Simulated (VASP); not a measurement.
Runs of VASP 6.6.1 on Ge. The structure is that of space group P4_122 (No. 91), or close to it. The cells are those of the table. 

```tsv
task	cell	k mesh	cutoff (eV)	gap on the mesh (eV)	pressure (GPa)	largest force (eV/Å)
single point	a = 4.891, b = 4.891, c = 3.954 Å, 4 atoms	10 × 10 × 12	520	none	0.0	-
single point	a = 4.879, b = 4.879, c = 3.966 Å, 4 atoms	4 × 4 × 6	520	none	0.0	0.01
relaxation of cell and atoms	relaxed from a = 4.708, b = 4.708, c = 3.635 Å, 4 atoms	4 × 4 × 6	600	none	0.0	0.01
single point	a = 4.708, b = 4.708, c = 3.635 Å, 4 atoms	4 × 4 × 6	520	none	13.6	(a)
```

Alike in all rows: level PBE; potentials or basis VASP PAW PBE potentials, release 64 (Ge_d); no spin polarisation; smearing gaussian 0.1 eV.

Q: Fill in the values left out.

A: (a) 0.02.

A k mesh can miss the band edges, and the runs leave out spin-orbit coupling on Ge.

A gap of «none» marks levels without a gap at the run's occupations.
